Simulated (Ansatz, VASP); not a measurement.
Two plane-wave programs on Hf2Pb

The input INCAR:

```
  ALGO = Fast
  EDIFF = 1E-6
  ENCUT = 520
  GGA = PE
  ISIF = 2
  ISMEAR = 0
  LASPH = T
  LCHARG = T
  LELF = T
  LREAL = F
  LVHAR = T
  LWAVE = F
  NBANDS = 43
  NELM = 80
  PREC = Accurate
  SIGMA = 0.1
```

The input KPOINTS:

```
k-points
0
Gamma
  4 4 4
```

POSCAR

```
Hf2Pb
1.0
    4.1612801200      0.0000000000      0.0000000000
    0.0000000000      4.1612801200      0.0000000000
    0.0000000000      0.0000000000      6.8528606900
Hf Pb
4 2
Direct
    0.0000000000      0.0000000000      0.0000000000
    0.5000000000      0.5000000000      0.0000000000
    0.0000000000      0.5000000000      0.3300000100
    0.5000000000      0.0000000000      0.6699999900
    0.0000000000      0.5000000000      0.7350000100
    0.5000000000      0.0000000000      0.2649999900
```

Input for Ansatz:

```yaml
crystal:
  lattice:
    - [4.16128012, 0.0, 0.0]
    - [0.0, 4.16128012, 0.0]
    - [0.0, 0.0, 6.85286069]
  atoms:
    - { symbol: Hf, position: [0.0, 0.0, 0.0] }
    - { symbol: Hf, position: [0.5, 0.5, 0.0] }
    - { symbol: Hf, position: [0.0, 0.5, 0.33000001] }
    - { symbol: Hf, position: [0.5, 0.0, 0.66999999] }
    - { symbol: Pb, position: [0.0, 0.5, 0.73500001] }
    - { symbol: Pb, position: [0.5, 0.0, 0.26499999] }
basis:
  ecutwfc: 420
kpoints:
  mp_grid: { grid: [4, 4, 4] }
hamiltonian:
  xc: pbe
scf:
  occupations: { method: gaussian, width: 0.1 }
  lower_state_search: "off"
output:
  forces: true
  stress: true
  eigenvalues: true
```

Change from the starting cell: species swapped into the Fe2As type (P4/nmm, No. 129).

Alike in both runs: task single point; functional PBE; k mesh 4 × 4 × 4; occupations gaussian, width 0.1 eV; no spin polarisation.

|  | VASP | Ansatz |
| --- | --- | --- |
| version | VASP 6.6.1 | Ansatz 0.2.0 |
| potentials or method | VASP PAW PBE potentials, release 64 (Hf_pv, Pb_d), cutoff 520 eV | scalar-relativistic, plane waves, PAW |
| valence electrons in the cell | 68 | 132 |

```tsv
	VASP	Ansatz	Ansatz less VASP
gap on the k mesh at the Fermi level (eV)	none	none	-
rms of the force components (eV/Å)	0.980	0.985	+0.0047
```

Atom by atom the forces differ by 0.006 eV/Å (rms over components). A gap of «none» marks a metal or a gap that the smearing closes. VASP's potentials hold 68 valence electrons a cell and Ansatz's 132, so a difference there can come from the potentials and not from the codes.

The k mesh is coarse, so the values compare programs but aren't converged. Spin-orbit coupling is off throughout.
